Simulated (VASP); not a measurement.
# MgSe (Fm-3m) in VASP: notebook

MgSe is run at these levels: LDA, PBE-based screened hybrid, HSE06, PBE-based global hybrid; tasks: single point.

All numbers are computed with VASP 6.6.1; they aren't measurements. Logs are shortened: lines on timing, memory, paths and dates and some standing lists are left out, and cuts for length are marked.

## 1. The cell of the first run

It takes space group Fm-3m (No. 225, cubic). The conventional cell has a = 5.451 Å, b = 5.451 Å, c = 5.451 Å, α = 90.00°, β = 90.00°, γ = 90.00°. Within 3.6 Å of Mg (site symmetry m-3m) lie 6 Se at 2.73 Å. Within 3.6 Å of Se (site symmetry m-3m) lie 6 Mg at 2.73 Å.

## 2. Single point, LDA

INCAR reads:

```
PREC = Accurate ; ENCUT = 600
EDIFF = 1E-6 ; ISMEAR = 0
SIGMA = 0.05 ; LREAL = F
LASPH = T ; NELM = 120
ALGO = Normal ; ISIF = 2
LWAVE = F ; LCHARG = F
NBANDS = 11 ; GGA_COMPAT = F
```

KPOINTS reads:

```
regular mesh
0
Gamma
  8 8 8
```

POSCAR reads:

```
MgSe
1.0
    0.0000000000      2.7254991651      2.7254991651
    2.7254991651      0.0000000000      2.7254991651
    2.7254991651      2.7254991651      0.0000000000
Mg Se
1 1
Direct
    0.0000000000      0.0000000000      0.0000000000
    0.5000000000      0.5000000000      0.5000000000
```

Potentials or basis: VASP PAW LDA potentials, release 64 (Mg, Se).

On the command line:

```sh
$ cat potpaw_LDA.64/Mg/POTCAR potpaw_LDA.64/Se/POTCAR > POTCAR
$ mpirun -np 1 vasp_std > vasp.out
```

OUTCAR:

```text
PREC = Accurate
   ENCUT = 600
   EDIFF = 1E-6
   ISMEAR = 0
   LREAL = F
   LASPH = T
   NELM = 120
   ISIF = 2

 ion  position               nearest neighbor table
   1  0.000  0.000  0.000-   2 2.73   2 2.73   2 2.73   2 2.73   2 2.73   2 2.73
   2  0.500  0.500  0.500-   1 2.73   1 2.73   1 2.73   1 2.73   1 2.73   1 2.73

  LATTYP: Found a face centered cubic cell.
 ALAT       =     5.4509983302

  Lattice vectors:

 A1 = (   0.0000000000,   2.7254991651,   2.7254991651)
 A2 = (   2.7254991651,   0.0000000000,   2.7254991651)
 A3 = (   2.7254991651,   2.7254991651,   0.0000000000)

Analysis of symmetry for initial positions (statically):
=====================================================================
 Subroutine PRICEL returns:
 Original cell was already a primitive cell.

 Routine SETGRP: Setting up the symmetry group for a
 face centered cubic supercell.

 Subroutine GETGRP returns: Found 48 space group operations
 (whereof 48 operations were pure point group operations)
 out of a pool of 48 trial point group operations.

The static configuration has the point symmetry O_h .

Analysis of symmetry for dynamics (positions and initial velocities):
=====================================================================
 Subroutine PRICEL returns:
 Original cell was already a primitive cell.

 Routine SETGRP: Setting up the symmetry group for a
 face centered cubic supercell.

 Subroutine GETGRP returns: Found 48 space group operations
 (whereof 48 operations were pure point group operations)
 out of a pool of 48 trial point group operations.

The dynamic configuration has the point symmetry O_h .

 Subroutine INISYM returns: Found 48 space group operations
 (whereof 48 operations are pure point group operations),
 and found     1 'primitive' translations

----------------------------------------------------------------------------------------

                                     Primitive cell

  volume of cell :      40.4919

  direct lattice vectors                    reciprocal lattice vectors
     0.000000000  2.725499165  2.725499165    -0.183452634  0.183452634  0.183452634
     2.725499165  0.000000000  2.725499165     0.183452634 -0.183452634  0.183452634
     2.725499165  2.725499165  0.000000000     0.183452634  0.183452634 -0.183452634

  length of vectors
     3.854437884  3.854437884  3.854437884     0.317749282  0.317749282  0.317749282

  position of ions in fractional coordinates (direct lattice)
     0.000000000  0.000000000  0.000000000
     0.500000000  0.500000000  0.500000000

  ion indices of the primitive-cell ions
   primitive index   ion index
                 1           1
                 2           2

----------------------------------------------------------------------------------------

 KPOINTS: regular mesh

Automatic generation of k-mesh.
 Grid dimensions read from file:
 generate k-points for:    8    8    8

 Generating k-lattice:

  Cartesian coordinates                     Fractional coordinates (reciprocal lattice)
    -0.022931579  0.022931579  0.022931579     0.125000000  0.000000000  0.000000000
     0.022931579 -0.022931579  0.022931579     0.000000000  0.125000000  0.000000000
     0.022931579  0.022931579 -0.022931579     0.000000000  0.000000000  0.125000000

  Length of vectors
     0.039718660  0.039718660  0.039718660

  Shift w.r.t. Gamma in fractional coordinates (k-lattice)
     0.000000000  0.000000000  0.000000000

 Subroutine IBZKPT returns following result:
 ===========================================

 Found     29 irreducible k-points:

 Following reciprocal coordinates:
            Coordinates               Weight
  0.000000  0.000000  0.000000      1.000000
  0.125000  0.000000  0.000000      8.000000
  0.250000  0.000000  0.000000      8.000000
  0.375000  0.000000  0.000000      8.000000
  0.500000  0.000000  0.000000      4.000000
  0.125000  0.125000  0.000000      6.000000
[... 16 lines left out ...]
  0.500000  0.250000  0.125000     48.000000
 -0.375000  0.250000  0.125000     24.000000
 [... further k-points ...]
   k-points           NKPTS =     29   k-points in BZ     NKDIM =     29   number of bands    NBANDS=     11
   number of dos      NEDOS =    301   number of ions     NIONS =      2
   total plane-waves  NPLWV =  32768
   dimension x,y,z NGX =    32 NGY =   32 NGZ =   32
   dimension x,y,z NGXF=    64 NGYF=   64 NGZF=   64
   ions per type =               1   1
   NGX,Y,Z   is equivalent  to a cutoff of  13.80, 13.80, 13.80 a.u.
   NGXF,Y,Z  is equivalent  to a cutoff of  27.60, 27.60, 27.60 a.u.
 SYSTEM =  unknown system
   PREC   = accura    normal or accurate (medium, high low for compatibility)
   ISTART =      0    job   : 0-new  1-cont  2-samecut
   ICHARG =      2    charge: 1-file 2-atom 10-const
   ISPIN  =      1    spin polarized calculation?
   LNONCOLLINEAR =      F non collinear calculations
   LSORBIT =      F    spin-orbit coupling
   LASPH  =      T    aspherical Exc in radial PAW
   ENCUT  =  600.0 eV  44.10 Ry    6.64 a.u.   7.70  7.70  7.70*2*pi/ulx,y,z
   NELM   =    120;   NELMIN=  2; NELMDL= -5     # of ELM steps
   EDIFF  = 0.1E-05   stopping-criterion for ELM
   LREAL  =      F    real-space projection
[... 7 lines left out ...]
   TEBEG  =    0.0;   TEEND  =   0.0 temperature during run
   PSTRESS=    0.0 pullay stress
   NELECT =       8.0000    total number of electrons
   NUPDOWN=      -1.0000    fix difference up-down
   EMIN   =  10.00;   EMAX   =-10.00  energy-range for DOS
   EFERMI =   0.00;   METHOD = LEGACY
   ISMEAR =     0;   SIGMA  =   0.05  broadening in eV -4-tet -1-fermi 0-gaus
   EFERMI_NEDOS =   21; number of points for ismear=-14 and -15
   IALGO  =     38    algorithm
   IMIX   =      4    mixing-type and parameters
     AMIX     =   0.40;   BMIX     =  1.00
     AMIX_MAG =   1.60;   BMIX_MAG =  1.00
  volume/ion in A,a.u.               =      20.25       136.63
  Fermi-wavevector in a.u.,A,eV,Ry     =   0.953488  1.801832 12.369604  0.909140
  Thomas-Fermi vector in A             =   2.082148
   LORBIT       =      0    0 simple, 1 ext, 2 COOP (PROOUT), +10 PAW based schemes
   GGA     = CA    functional components
   LHFCALC =     F    Hartree Fock is set to
   AEXX    =    0.0000 exact exchange contribution
   IVDW    =     0    specifies the selected vdW correction
   LEPSILON=     F    determine dielectric tensor
   LRPA    =     F    only Hartree local field effects (RPA)
 non-spin polarized calculation
 Gauss-broadening in eV      SIGMA  =   0.05
  energy-cutoff  :      600.00
  volume of cell :       40.49
 maximum number of plane-waves:      1365
   NGX = 15   NGY = 15   NGZ = 15

 number of electron       8.0000001 magnetization

 Free energy of the ion-electron system (eV)
  ---------------------------------------------------
  ext. energy  EPLUGINS =         0.00000000
  ---------------------------------------------------
  free energy    TOTEN  =        -8.58992991 eV

  energy without entropy =       -8.58992991  energy(sigma->0) =       -8.58992991

 E-fermi :   3.3742     XC(G=0):  -9.7506

 val. band max:        3.1690609485   @ k =   0.0000   0.0000   0.0000
 cond. band min:       4.8175740169   @ k =   0.5000   0.5000   0.0000
 fundamental gap:      1.6485130684
 Fermi energy:         3.3741822713

 k-point     1 :       0.0000    0.0000    0.0000
  band No.  band energies     occupation
      1      -9.7997      2.00000
      2       3.1691      2.00000
      3       3.1691      2.00000
      4       3.1691      2.00000
      5       5.5685      0.00000
      6      10.5293      0.00000
      7      10.5293      0.00000
      8      10.5293      0.00000
      9      13.1081      0.00000
     10      13.1081      0.00000
     11      14.0513      0.00000

 k-point     2 :       0.1250    0.0000    0.0000
  band No.  band energies     occupation
      1      -9.6668      2.00000
      2       1.9179      2.00000
      3       3.0682      2.00000
      4       3.0682      2.00000
      5       6.5634      0.00000
      6      10.2040      0.00000
      7      10.7487      0.00000
      8      10.7487      0.00000
      9      12.0451      0.00000
     10      12.0451      0.00000
     11      13.7466      0.00000

 k-point     3 :       0.2500    0.0000    0.0000
  band No.  band energies     occupation
      1      -9.3103      2.00000
      2       0.1131      2.00000
      3       2.8501      2.00000
      4       2.8501      2.00000
      5       7.1515      0.00000
      6      10.1473      0.00000
      7      10.1473      0.00000
      8      10.8264      0.00000
      9      12.6819      0.00000
     10      12.6819      0.00000
     11      12.9926      0.00000

 k-point     4 :       0.3750    0.0000    0.0000
  band No.  band energies     occupation
      1      -8.8840      2.00000
      2      -1.2814      2.00000
      3       2.6601      2.00000
      4       2.6601      2.00000
      5       6.9839      0.00000
      6       9.4218      0.00000
      7       9.4218      0.00000
      8      11.6732      0.00000
      9      13.3611      0.00000
     10      14.6115      0.00000
     11      14.6115      0.00000

 k-point     5 :       0.5000    0.0000    0.0000
  band No.  band energies     occupation
      1      -8.6772      2.00000
      2      -1.8231      2.00000
      3       2.5879      2.00000
      4       2.5879      2.00000
      5       6.8752      0.00000
      6       9.1648      0.00000
      7       9.1648      0.00000
      8      11.5923      0.00000
      9      14.4741      0.00000
     10      16.9151      0.00000
     11      16.9151      0.00000

 k-point     6 :       0.1250    0.1250    0.0000
  band No.  band energies     occupation
      1      -9.6231      2.00000
      2       1.9471      2.00000
      3       2.8125      2.00000
      4       2.8125      2.00000
      5       6.9783      0.00000
      6       9.5356      0.00000
      7      10.6360      0.00000
      8      11.2076      0.00000
      9      11.2076      0.00000
     10      13.3677      0.00000
     11      14.7066      0.00000

 k-point     7 :       0.2500    0.1250    0.0000
  band No.  band energies     occupation
      1      -9.3420      2.00000
      2       0.6008      2.00000
      3       2.5124      2.00000
      4       2.5759      2.00000
      5       7.6992      0.00000
      6       9.3497      0.00000
      7       9.5814      0.00000
      8      11.2662      0.00000
      9      12.2588      0.00000
     10      13.5728      0.00000
     11      14.4470      0.00000

 k-point     8 :       0.3750    0.1250    0.0000
  band No.  band energies     occupation
      1      -8.9335      2.00000
      2      -0.7997      2.00000
      3       2.2096      2.00000
      4       2.3366      2.00000
      5       7.5800      0.00000
      6       8.8471      0.00000
      7      10.4078      0.00000
      8      10.7994      0.00000
      9      13.2345      0.00000
     10      14.6831      0.00000
     11      15.3071      0.00000
[... 141 lines left out ...]
 k-point    19 :       0.5000    0.3750    0.0000
  band No.  band energies     occupation
      1      -8.4113      2.00000
      2      -0.9379      2.00000
      3       0.8655      2.00000
      4       1.5120      2.00000
      5       5.4664      0.00000
      6       7.7629      0.00000
      7      13.2902      0.00000
      8      13.3166      0.00000
      9      14.9152      0.00000
     10      17.3640      0.00000
     11      18.1674      0.00000

 k-point    20 :      -0.3750    0.3750    0.0000
  band No.  band energies     occupation
      1      -8.3592      2.00000
      2      -0.6315      2.00000
      3      -0.2042      2.00000
      4       1.7245      2.00000
      5       6.0778      0.00000
      6       9.3775      0.00000
      7      11.9882      0.00000
      8      12.9243      0.00000
      9      13.4219      0.00000
     10      15.9455      0.00000
     11      18.4145      0.00000

 k-point    21 :       0.5000    0.5000    0.0000
  band No.  band energies     occupation
      1      -8.3561      2.00000
      2      -1.1222      2.00000
      3       1.3715      2.00000
      4       1.3715      2.00000
      5       4.8176      0.00000
      6       7.0603      0.00000
      7      14.7570      0.00000
      8      15.1487      0.00000
      9      15.1487      0.00000
     10      15.7673      0.00000
     11      19.0634      0.00000

 k-point    22 :       0.3750    0.2500    0.1250
  band No.  band energies     occupation
      1      -9.0332      2.00000
      2      -0.1409      2.00000
      3       1.6156      2.00000
      4       2.4629      2.00000
      5       7.8954      0.00000
      6       9.1385      0.00000
      7       9.3408      0.00000
      8      11.4720      0.00000
      9      12.6315      0.00000
     10      15.5568      0.00000
     11      15.9041      0.00000

 k-point    23 :       0.5000    0.2500    0.1250
  band No.  band energies     occupation
      1      -8.6757      2.00000
      2      -0.9387      2.00000
      3       1.0662      2.00000
      4       2.1219      2.00000
      5       7.8062      0.00000
      6       8.7724      0.00000
      7      10.3207      0.00000
      8      11.3717      0.00000
      9      13.9448      0.00000
     10      15.7239      0.00000
     11      16.4851      0.00000

 k-point    24 :      -0.3750    0.2500    0.1250
  band No.  band energies     occupation
      1      -8.5081      2.00000
      2      -1.3012      2.00000
      3       0.9227      2.00000
      4       1.9434      2.00000
      5       7.7889      0.00000
      6       8.4819      0.00000
      7      10.8265      0.00000
      8      12.1547      0.00000
      9      14.1274      0.00000
     10      14.7326      0.00000
     11      17.1561      0.00000

 [... further k-points ...]
[... 5 lines left out ...]
  --------------------------------------------------------------------------------------
  -------------------------------------------------------------------------------------
  Total       -0.6135012     -0.6135012     -0.6135012     -0.0000000     -0.0000000      0.0000000
  in kB      -24.2749216    -24.2749216    -24.2749216     -0.0000000     -0.0000000      0.0000000
  external PRESSURE =     -24.2749216 kB  Pullay stress =       0.0000000 kB

 VOLUME and BASIS-vectors are now :
 -----------------------------------------------------------------------------
  energy-cutoff  :      600.00
  volume of cell :       40.49
      direct lattice vectors                 reciprocal lattice vectors
     0.000000000  2.725499165  2.725499165    -0.183452634  0.183452634  0.183452634
     2.725499165  0.000000000  2.725499165     0.183452634 -0.183452634  0.183452634
     2.725499165  2.725499165  0.000000000     0.183452634  0.183452634 -0.183452634

 POSITION                                       TOTAL-FORCE (eV/Angst)
 -----------------------------------------------------------------------------------
      0.00000      0.00000      0.00000         0.000000     -0.000000      0.000000
      2.72550      2.72550      2.72550        -0.000000      0.000000      0.000000
 -----------------------------------------------------------------------------------
    total drift:                               -0.000000     -0.000000      0.000000

  FREE ENERGIE OF THE ION-ELECTRON SYSTEM (eV)
  ---------------------------------------------------
  free  energy   TOTEN  =        -8.5899299055 eV

  energy  without entropy=       -8.5899299055  energy(sigma->0) =       -8.58992991
```

It took 5.2 s on 1 thread of Intel Xeon 6975P-C (Granite Rapids), shared host; peak memory 0.16 GiB.

What came out:

- Free energy: -8.5899 eV
- Pressure: -2.4 GPa
- Band gap on the k mesh: 1.65 eV, indirect (least direct gap 2.40 eV)

A k mesh can miss the band edges.

(Part 1 of 2 ends here.)
